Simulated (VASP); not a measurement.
# Al2O3 (R-3c) in VASP: further runs

The runs below take Al2O3 through single point, with r2SCAN.

Everything below comes from runs of VASP 6.6.1. Logs are shortened: lines on timing, memory, paths and dates and some standing lists are left out, and cuts for length are marked.

### Step 1. The cell of the first run

The structure is trigonal, space group R-3c (No. 167). Conventional cell: a = 4.640 Å, b = 4.640 Å, c = 12.670 Å, α = 90.00°, β = 90.00°, γ = 120.00°. Within 2.4 Å of Al (site symmetry 3) lie 6 O at 1.81 to 1.92 Å. Within 2.8 Å of O (site symmetry 2) lie 4 Al at 1.81 to 1.92 Å and 12 O at 2.46 to 2.79 Å.

### Step 2. Single point, r2SCAN (strain -0.025 along x and y, -0.025 along z)

File POSCAR:

```
Al2O3
1.0
    2.3200821653      1.3395000627      4.2233449177
   -2.3200821653      1.3395000627      4.2233449177
    0.0000000000     -2.6790001254      4.2233449177
Al O
4 6
Direct
    0.8519165699      0.8519165699      0.8519165699
    0.6480834301      0.6480834301      0.6480834301
    0.1480834301      0.1480834301      0.1480834301
    0.3519165699      0.3519165699      0.3519165699
    0.0563854984      0.4436145016      0.7500000000
    0.7500000000      0.0563854984      0.4436145016
    0.4436145016      0.7500000000      0.0563854984
    0.9436145016      0.5563854984      0.2500000000
    0.2500000000      0.9436145016      0.5563854984
    0.5563854984      0.2500000000      0.9436145016
```

File INCAR.step1:

```
SYSTEM = Al2O3
PREC = Accurate ; ENCUT = 520
ISMEAR = 0 ; SIGMA = 0.05
LREAL = .False. ; LASPH = .True.
NELM = 100 ; NBANDS = 35
GGA = PE ; ALGO = Normal
EDIFF = 1E-4 ; LWAVE = .True.
LCHARG = .False.
```

File INCAR.step2:

```
SYSTEM = Al2O3
PREC = Accurate ; ENCUT = 520
EDIFF = 1E-7 ; ISMEAR = 0
SIGMA = 0.05 ; LREAL = .False.
LASPH = .True. ; NELM = 100
ALGO = Normal ; ISIF = 2
LWAVE = .False. ; LCHARG = .True.
METAGGA = R2SCAN ; LMIXTAU = .True.
LELF = .True. ; LVHAR = .True.
NBANDS = 35 ; ISTART = 1
```

File KPOINTS:

```
regular mesh
0
Gamma
  6 6 6
  0 0 0
```

Potentials or basis: VASP PAW PBE potentials, release 64 (Al, O).

Launch:

```
cat potpaw_PBE.64/Al/POTCAR potpaw_PBE.64/O/POTCAR > POTCAR
cp INCAR.step1 INCAR
mpirun -np 1 vasp_std > vasp.out
cp INCAR.step2 INCAR
mpirun -np 1 vasp_std > vasp.out
```

OUTCAR:

```text
SYSTEM = Al2O3
   PREC = Accurate
   ENCUT = 520
   EDIFF = 1E-7
   ISMEAR = 0
   LREAL = .False.
   LASPH = .True.
   NELM = 100
   ISIF = 2
   METAGGA = R2SCAN
   ISTART = 1

 ion  position               nearest neighbor table
   1  0.852  0.852  0.852-  10 1.81   8 1.81   9 1.81   5 1.92   7 1.92   6 1.92   2 2.58   3 2.72
                             3 2.72   3 2.72   2 3.14   2 3.14   2 3.14
   2  0.648  0.648  0.648-   9 1.81   8 1.81  10 1.81   5 1.92   7 1.92   6 1.92   1 2.58   4 2.72
                             4 2.72   4 2.72   1 3.14   1 3.14   1 3.14
   3  0.148  0.148  0.148-   7 1.81   5 1.81   6 1.81   8 1.92   9 1.92  10 1.92   4 2.58   1 2.72
                             1 2.72   1 2.72   4 3.14   4 3.14   4 3.14
   4  0.352  0.352  0.352-   6 1.81   5 1.81   7 1.81   8 1.92   9 1.92  10 1.92   3 2.58   2 2.72
                             2 2.72   2 2.72   3 3.14   3 3.14   3 3.14
   5  0.056  0.444  0.750-   3 1.81   4 1.81   1 1.92   2 1.92
   6  0.750  0.056  0.444-   4 1.81   3 1.81   1 1.92   2 1.92
   7  0.444  0.750  0.056-   3 1.81   4 1.81   1 1.92   2 1.92
   8  0.944  0.556  0.250-   1 1.81   2 1.81   3 1.92   4 1.92
   9  0.250  0.944  0.556-   2 1.81   1 1.81   3 1.92   4 1.92
  10  0.556  0.250  0.944-   1 1.81   2 1.81   3 1.92   4 1.92

  LATTYP: Found a trigonal (rhomboedric) cell.
 ALAT       =     5.0013682094
 COS(alpha) =     0.5696130757

  Lattice vectors:

 A1 = (   2.3200821653,   1.3395000627,   4.2233449177)
 A2 = (  -2.3200821653,   1.3395000627,   4.2233449177)
 A3 = (   0.0000000000,  -2.6790001254,   4.2233449177)

Analysis of symmetry for initial positions (statically):
=====================================================================
 Subroutine PRICEL returns:
 Original cell was already a primitive cell.

 Routine SETGRP: Setting up the symmetry group for a
 trigonal (rhombohedral) supercell.

 Subroutine GETGRP returns: Found 12 space group operations
 (whereof  6 operations were pure point group operations)
 out of a pool of 12 trial point group operations.

The static configuration has the point symmetry S_6 .
 The point group associated with its full space group is D_3d.

Analysis of symmetry for dynamics (positions and initial velocities):
=====================================================================
 Subroutine PRICEL returns:
 Original cell was already a primitive cell.

 Routine SETGRP: Setting up the symmetry group for a
 trigonal (rhombohedral) supercell.

 Subroutine GETGRP returns: Found 12 space group operations
 (whereof  6 operations were pure point group operations)
 out of a pool of 12 trial point group operations.

The dynamic configuration has the point symmetry S_6 .
 The point group associated with its full space group is D_3d.

 Subroutine INISYM returns: Found 12 space group operations
 (whereof  6 operations are pure point group operations),
 and found     1 'primitive' translations

----------------------------------------------------------------------------------------

                                     Primitive cell

  volume of cell :      78.7506

  direct lattice vectors                    reciprocal lattice vectors
     2.320082165  1.339500063  4.223344918     0.215509609  0.124424531  0.078926382
    -2.320082165  1.339500063  4.223344918    -0.215509609  0.124424531  0.078926382
     0.000000000 -2.679000125  4.223344918     0.000000000 -0.248849061  0.078926382

  length of vectors
     5.001368209  5.001368209  5.001368209     0.261065565  0.261065565  0.261065565

  position of ions in fractional coordinates (direct lattice)
     0.851916570  0.851916570  0.851916570
     0.648083430  0.648083430  0.648083430
     0.148083430  0.148083430  0.148083430
     0.351916570  0.351916570  0.351916570
     0.056385498  0.443614502  0.750000000
     0.750000000  0.056385498  0.443614502
     0.443614502  0.750000000  0.056385498
     0.943614502  0.556385498  0.250000000
     0.250000000  0.943614502  0.556385498
     0.556385498  0.250000000  0.943614502

  ion indices of the primitive-cell ions
   primitive index   ion index
                 1           1
                 2           2
                 3           3
                 4           4
                 5           5
                 6           6
                 7           7
                 8           8
                 9           9
                10          10

----------------------------------------------------------------------------------------

 KPOINTS: regular mesh

Automatic generation of k-mesh.
 Grid dimensions read from file:
 generate k-points for:    6    6    6

 Generating k-lattice:

  Cartesian coordinates                     Fractional coordinates (reciprocal lattice)
     0.035918268  0.020737422  0.013154397     0.166666667  0.000000000  0.000000000
    -0.035918268  0.020737422  0.013154397     0.000000000  0.166666667  0.000000000
     0.000000000 -0.041474844  0.013154397     0.000000000  0.000000000  0.166666667

  Length of vectors
     0.043510927  0.043510927  0.043510927

  Shift w.r.t. Gamma in fractional coordinates (k-lattice)
     0.000000000  0.000000000  0.000000000

 Subroutine IBZKPT returns following result:
 ===========================================

 Found     32 irreducible k-points:

 Following reciprocal coordinates:
            Coordinates               Weight
  0.000000  0.000000  0.000000      1.000000
  0.166667 -0.000000 -0.000000      6.000000
  0.333333  0.000000  0.000000      6.000000
  0.500000  0.000000 -0.000000      3.000000
  0.166667  0.166667 -0.000000      6.000000
  0.333333  0.166667 -0.000000     12.000000
[... 16 lines left out ...]
  0.500000  0.500000  0.166667      6.000000
 -0.333333  0.500000  0.166667     12.000000
 [... further k-points ...]
   k-points           NKPTS =     32   k-points in BZ     NKDIM =     32   number of bands    NBANDS=     35
   number of dos      NEDOS =    301   number of ions     NIONS =     10
   total plane-waves  NPLWV =  64000
   dimension x,y,z NGX =    40 NGY =   40 NGZ =   40
   dimension x,y,z NGXF=    80 NGYF=   80 NGZF=   80
   ions per type =               4   6
   NGX,Y,Z   is equivalent  to a cutoff of  13.30, 13.30, 13.30 a.u.
   NGXF,Y,Z  is equivalent  to a cutoff of  26.59, 26.59, 26.59 a.u.
 SYSTEM =  Al2O3
   PREC   = accura    normal or accurate (medium, high low for compatibility)
   ISTART =      1    job   : 0-new  1-cont  2-samecut
   ICHARG =      0    charge: 1-file 2-atom 10-const
   ISPIN  =      1    spin polarized calculation?
   LNONCOLLINEAR =      F non collinear calculations
   LSORBIT =      F    spin-orbit coupling
   LASPH  =      T    aspherical Exc in radial PAW
   ENCUT  =  520.0 eV  38.22 Ry    6.18 a.u.   9.30  9.30  9.30*2*pi/ulx,y,z
   NELM   =    100;   NELMIN=  2; NELMDL=  0     # of ELM steps
   EDIFF  = 0.1E-06   stopping-criterion for ELM
   LREAL  =      F    real-space projection
   EDIFFG = 0.1E-05   stopping-criterion for IOM
   NSW    =      0    number of steps for IOM
   IBRION =     -1    ionic relax: 0-MD 1-quasi-New 2-CG
   NFREE  =      0    steps in history (QN), initial steepest desc. (CG)
   ISIF   =      2    stress and relaxation
   ISYM   =      2    0-nonsym 1-usesym 2-fastsym
   POTIM  = 0.5000    time-step for ionic-motion
   TEBEG  =    0.0;   TEEND  =   0.0 temperature during run
   PSTRESS=    0.0 pullay stress
   NELECT =      48.0000    total number of electrons
   NUPDOWN=      -1.0000    fix difference up-down
   EMIN   =  10.00;   EMAX   =-10.00  energy-range for DOS
   EFERMI =   0.00;   METHOD = LEGACY
   ISMEAR =     0;   SIGMA  =   0.05  broadening in eV -4-tet -1-fermi 0-gaus
   EFERMI_NEDOS =   21; number of points for ismear=-14 and -15
   IALGO  =     38    algorithm
   IMIX   =      4    mixing-type and parameters
     AMIX     =   0.40;   BMIX     =  1.00
     AMIX_MAG =   1.60;   BMIX_MAG =  1.00
  volume/ion in A,a.u.               =       7.88        53.14
  Fermi-wavevector in a.u.,A,eV,Ry     =   1.388046  2.623027 26.213970  1.926672
  Thomas-Fermi vector in A             =   2.512210
   LORBIT       =      0    0 simple, 1 ext, 2 COOP (PROOUT), +10 PAW based schemes
   METAGGA = R2SCAN    functional components
   LHFCALC =     F    Hartree Fock is set to
   AEXX    =    0.0000 exact exchange contribution
   IVDW    =     0    specifies the selected vdW correction
   LEPSILON=     F    determine dielectric tensor
   LRPA    =     F    only Hartree local field effects (RPA)
 non-spin polarized calculation
 Gauss-broadening in eV      SIGMA  =   0.05
  energy-cutoff  :      520.00
  volume of cell :       78.75
 maximum number of plane-waves:      2146
 NGX is ok and might be reduce to    40
   NGX = 19   NGY = 19   NGZ = 19

 number of electron      47.9999992 magnetization

 Free energy of the ion-electron system (eV)
  ---------------------------------------------------
  ext. energy  EPLUGINS =         0.00000000
  ---------------------------------------------------
  free energy    TOTEN  =       -95.86337570 eV

  energy without entropy =      -95.86337570  energy(sigma->0) =      -95.86337570

 E-fermi :   6.8674     XC(G=0): -12.6313

 val. band max:        6.6249273838   @ k =   0.0000   0.0000   0.0000
 cond. band min:      14.7907489697   @ k =   0.0000   0.0000   0.0000
 fundamental gap:      8.1658215859
 Fermi energy:         6.8674471174

 k-point     1 :       0.0000    0.0000    0.0000
  band No.  band energies     occupation
      1     -14.1925      2.00000
      2     -11.5965      2.00000
      3     -11.2745      2.00000
      4     -11.2745      2.00000
      5     -10.9376      2.00000
      6     -10.9376      2.00000
[... 27 lines left out ...]
     34      22.7775      0.00000
     35      23.2280      0.00000

 k-point     2 :       0.1667   -0.0000   -0.0000
  band No.  band energies     occupation
      1     -14.0337      2.00000
      2     -11.6801      2.00000
      3     -11.3685      2.00000
      4     -11.3076      2.00000
      5     -11.0111      2.00000
      6     -10.9472      2.00000
[... 27 lines left out ...]
     34      21.6230      0.00000
     35      22.7292      0.00000

 k-point     3 :       0.3333    0.0000    0.0000
  band No.  band energies     occupation
      1     -13.5816      2.00000
      2     -12.1939      2.00000
      3     -11.3420      2.00000
      4     -11.3140      2.00000
      5     -11.1677      2.00000
      6     -11.0167      2.00000
[... 27 lines left out ...]
     34      21.7398      0.00000
     35      21.9609      0.00000

 k-point     4 :       0.5000    0.0000   -0.0000
  band No.  band energies     occupation
      1     -12.9168      2.00000
      2     -12.9168      2.00000
      3     -11.2993      2.00000
      4     -11.2993      2.00000
      5     -11.1584      2.00000
      6     -11.1584      2.00000
[... 27 lines left out ...]
     34      20.9775      0.00000
     35      21.4915      0.00000

 k-point     5 :       0.1667    0.1667   -0.0000
  band No.  band energies     occupation
      1     -13.9904      2.00000
      2     -11.6902      2.00000
      3     -11.4059      2.00000
      4     -11.3044      2.00000
      5     -11.0842      2.00000
      6     -10.9184      2.00000
[... 638 lines left out ...]
 k-point    22 :      -0.1667    0.3333    0.1667
  band No.  band energies     occupation
      1     -13.2218      2.00000
      2     -12.1773      2.00000
      3     -11.7122      2.00000
      4     -11.5546      2.00000
      5     -11.1692      2.00000
      6     -10.9875      2.00000
[... 27 lines left out ...]
     34      21.6447      0.00000
     35      22.0767      0.00000

 k-point    23 :       0.5000    0.5000    0.1667
  band No.  band energies     occupation
      1     -13.0563      2.00000
      2     -12.2761      2.00000
      3     -11.8780      2.00000
      4     -11.6119      2.00000
      5     -11.1921      2.00000
      6     -10.8801      2.00000
[... 27 lines left out ...]
     34      21.7257      0.00000
     35      22.1391      0.00000

 k-point    24 :      -0.3333    0.5000    0.1667
  band No.  band energies     occupation
      1     -12.7446      2.00000
      2     -12.3278      2.00000
      3     -12.0462      2.00000
      4     -11.7965      2.00000
      5     -11.1369      2.00000
      6     -10.9060      2.00000
[... 27 lines left out ...]
     34      21.6640      0.00000
     35      22.1679      0.00000

 [... further k-points ...]
[... 5 lines left out ...]
  --------------------------------------------------------------------------------------
  -------------------------------------------------------------------------------------
  Total       11.2302449     11.2302449     10.3842540     -0.0000000      0.0000000      0.0000000
  in kB      228.4787974    228.4787974    211.2671519     -0.0000000      0.0000000      0.0000000
  external PRESSURE =     222.7415822 kB  Pullay stress =       0.0000000 kB

 VOLUME and BASIS-vectors are now :
 -----------------------------------------------------------------------------
  energy-cutoff  :      520.00
  volume of cell :       78.75
      direct lattice vectors                 reciprocal lattice vectors
     2.320082165  1.339500063  4.223344918     0.215509609  0.124424531  0.078926382
    -2.320082165  1.339500063  4.223344918    -0.215509609  0.124424531  0.078926382
     0.000000000 -2.679000125  4.223344918     0.000000000 -0.248849061  0.078926382

 POSITION                                       TOTAL-FORCE (eV/Angst)
 -----------------------------------------------------------------------------------
      0.00000      0.00000     10.79381        -0.000000      0.000000     -0.073348
      0.00000      0.00000      8.21124        -0.000000      0.000000      0.073348
      0.00000      0.00000      1.87622        -0.000000      0.000000      0.073348
      0.00000      0.00000      4.45880        -0.000000      0.000000     -0.073348
     -0.89840     -1.33950      5.27918         0.081594      0.000000      0.000000
      1.60924     -0.10829      5.27918        -0.040797      0.070662      0.000000
     -0.71084      1.44779      5.27918        -0.040797     -0.070662      0.000000
      0.89840      1.33950      7.39085        -0.081594      0.000000      0.000000
     -1.60924      0.10829      7.39085         0.040797     -0.070662      0.000000
      0.71084     -1.44779      7.39085         0.040797      0.070662      0.000000
 -----------------------------------------------------------------------------------
    total drift:                                0.000000      0.000000      0.000000

  FREE ENERGIE OF THE ION-ELECTRON SYSTEM (eV)
  ---------------------------------------------------
  free  energy   TOTEN  =       -95.8633756978 eV

  energy  without entropy=      -95.8633756978  energy(sigma->0) =      -95.86337570
```

It took 5.4 min on 1 thread of Intel Xeon Platinum 8488C (Sapphire Rapids), shared host; peak memory 0.28 GiB.

Results:

| Property | Result |
| --- | --- |
| Free energy | -95.8634 eV |
| Pressure | 22.3 GPa |
| Largest force | 0.082 eV/Å |
| Band gap on the k mesh | 8.17 eV |

Forces in eV/Å, atoms in the order of the input:
```
Al   0.000  0.000 -0.073
Al   0.000  0.000  0.073
Al   0.000  0.000  0.073
Al   0.000  0.000 -0.073
O    0.082  0.000  0.000
O   -0.041  0.071  0.000
O   -0.041 -0.071  0.000
O   -0.082  0.000  0.000
O    0.041 -0.071  0.000
O    0.041  0.071  0.000
```

Caveat: the cell differs from its parent crystal (strain -0.025 along x and y, -0.025 along z); the cell stands under pressure; the PAW data sets were made with another functional, which shifts forces and pressure a little. A k mesh can miss the band edges.

### Step 3. Single point, r2SCAN (strain -0.050 along x and y, +0.050 along z)

Changes to POSCAR since step 2:

```diff
@@ -2,5 +2,5 @@
 1.0
-    2.3200821653      1.3395000627      4.2233449177
-   -2.3200821653      1.3395000627      4.2233449177
-    0.0000000000     -2.6790001254      4.2233449177
+    2.2605928790      1.3051539072      4.5482176037
+   -2.2605928790      1.3051539072      4.5482176037
+    0.0000000000     -2.6103078145      4.5482176036
 Al O
```

Changes to INCAR.step1 since step 2:

```diff
@@ -4,3 +4,3 @@
 LREAL = .False. ; LASPH = .True.
-NELM = 100 ; NBANDS = 35
+NELM = 60 ; NBANDS = 35
 GGA = PE ; ALGO = Normal
```

File INCAR.step2:

```
SYSTEM = Al2O3
PREC = Accurate ; ENCUT = 520
EDIFF = 1E-7 ; ISMEAR = 0
SIGMA = 0.05 ; LREAL = .False.
LASPH = .True. ; NELM = 60
ALGO = Normal ; ISIF = 2
LWAVE = .False. ; LCHARG = .False.
METAGGA = R2SCAN ; LMIXTAU = .True.
NBANDS = 35 ; ISTART = 1
```

KPOINTS is that of step 2.

Potentials or basis: VASP PAW PBE potentials, release 64 (Al, O).

Launch:

```
cat potpaw_PBE.64/Al/POTCAR potpaw_PBE.64/O/POTCAR > POTCAR
cp INCAR.step1 INCAR
mpirun -np 1 vasp_std > vasp.out
cp INCAR.step2 INCAR
mpirun -np 1 vasp_std > vasp.out
```

Run time: 4.3 min. Hardware: 1 thread of Intel Xeon Platinum 8488C (Sapphire Rapids), shared host; peak memory 0.27 GiB.

The run converged. Its results:

| Item | Value |
| --- | --- |
| Free energy | -95.2113 eV |
| Pressure | 17.2 GPa |
| Largest force | 0.729 eV/Å |
| Band gap on the k mesh | 7.36 eV |

Forces in eV/Å, atoms in the order of the input:
```
Al   0.000  0.000 -0.729
Al   0.000  0.000  0.729
Al   0.000  0.000  0.729
Al   0.000  0.000 -0.729
O    0.288  0.000  0.000
O   -0.144  0.249  0.000
O   -0.144 -0.249  0.000
O   -0.288  0.000  0.000
O    0.144 -0.249  0.000
O    0.144  0.249  0.000
```

Stress tensor (GPa, compression positive):
```
 34.08   0.00   0.00
  0.00  34.08   0.00
  0.00   0.00 -16.69
```

Levels at points of the mesh, in eV from the valence-band top:
| k point | band 22 | band 23 | band 24 | band 25 | band 26 | band 27 |
| --- | --- | --- | --- | --- | --- | --- |
| (0.00, 0.00, 0.00) | -0.57 | 0.00 | 0.00 | 7.36 | 11.24 | 11.45 |
| (0.50, 0.00, 0.00) | -1.27 | -0.73 | -0.73 | 10.11 | 10.11 | 10.63 |
| (0.50, 0.50, 0.00) | -1.30 | -1.05 | -0.68 | 10.37 | 11.07 | 11.45 |
| (0.50, 0.50, 0.50) | -0.32 | -0.32 | -0.32 | 10.33 | 10.33 | 12.09 |

Caveat: the cell differs from its parent crystal (strain -0.050 along x and y, +0.050 along z); the stress differs along the axes, from -17 to 34 GPa; the PAW data sets were made with another functional, which shifts forces and pressure a little.
